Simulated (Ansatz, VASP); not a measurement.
## GaO4: VASP beside Ansatz

```
Ga O
1.0
     4.01343    0.00000    0.00000
     0.00000    4.01343    0.00000
     0.00000    0.00000    4.01343
Ga O
1 4
Direct
  0.00000 0.00000 0.00000
  0.26925 0.73075 0.73075
  0.73075 0.26925 0.73075
  0.73075 0.73075 0.26925
  0.26925 0.26925 0.26925
```

Change from the starting cell: species swapped into the SnI4 type (P-43m, No. 215).

Alike in both runs: task relaxation of cell and atoms; functional PBE; k mesh 10 × 10 × 10; occupations gaussian, width 0.1 eV; collinear spin.

|  | VASP | Ansatz |
| --- | --- | --- |
| version | VASP 6.6.1 | Ansatz 0.2.0 |
| potentials or method | VASP PAW PBE potentials, release 64 (Ga_d, O), cutoff 600 eV | scalar-relativistic, plane waves, PAW |
| valence electrons in the cell | 37 | 37 |

|  | VASP | Ansatz | Ansatz less VASP |
| --- | --- | --- | --- |
| gap on the k mesh at the Fermi level, each at its own relaxed structure (eV) | none | none | - |
| net moment per atom (μB) | 1.00 | 1.00 | 0.000 |
| size of the moment on the site where the two differ most (μB) | 0.04 | 0.01 | -0.030 |
| relaxed volume (Å³/atom) | 12.51 | 12.69 | +0.179 |
| relaxed length of the cell vector where the two differ most in proportion (Å) | 3.970 | 3.988 | +0.0189 |

Site moments also hang on the region over which each program counts them. A gap of «none» marks a metal or a gap that the smearing closes.
